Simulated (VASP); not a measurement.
A run of VASP 6.6.1 is set up as follows.

The input INCAR:

```
  PREC = Accurate
  ENCUT = 600
  EDIFF = 1E-6
  ISMEAR = 0
  SIGMA = 0.1
  LREAL = False
  LASPH = True
  NELM = 80
  ALGO = Normal
  ISIF = 3
  LWAVE = False
  LCHARG = False
  GGA = PS
  IBRION = 2
  NSW = 70
  EDIFFG = -0.008
  PSTRESS = -20.0
```

KPOINTS

```
regular mesh
0
Gamma
  16 16 10
```

Contents of POSCAR:

```
Ta2H
1.0
    1.6983864280     -2.3807551766      0.0000000000
    1.6983864280      2.3807551766      0.0000000000
    0.0000000000      0.0000000000      4.7883963644
Ta H
2 1
Direct
    0.0000000000      0.5000000000      0.2642713377
    0.5000000000      0.0000000000      0.7357286623
    0.0000000000      0.0000000000      0.0000000000
```

Potentials or basis: VASP PAW PBE potentials, release 64 (Ta_pv, H).

Command:

```bash
$ cat potpaw_PBE.64/Ta_pv/POTCAR potpaw_PBE.64/H/POTCAR > POTCAR
$ mpirun -np 1 vasp_std > vasp.out
```

Predict the relaxed volume.

12.80 Å³/atom.

Estimate the space group after relaxing (to 0.1 Å).

C222 (No. 21).

What does it give for the relaxed cell?

a = 2.916 Å, b = 2.916 Å, c = 4.774 Å, α = 90.00°, β = 90.00°, γ = 108.94°.

What does it give for the band gap on the k mesh?

Zero (an odd number of electrons rules out a gap without spin polarisation).

Final structure:
```xyz
3
Lattice="1.6947 -2.3732 0.0000 1.6947 2.3732 0.0000 0.0000 0.0000 4.7737" Properties=species:S:1:pos:R:3 pbc="T T T"
Ta    2.5420   -1.1866    1.2628
Ta    0.8473   -1.1866    3.5109
H     3.3893    0.0000    0.0000
```

Caveat: the cell is relaxed towards a set pressure, so the run minimises the enthalpy, not the energy; the PAW data sets were made with another functional, which shifts forces and pressure a little; spin-orbit coupling is left out, which moves the levels of the heavy elements.
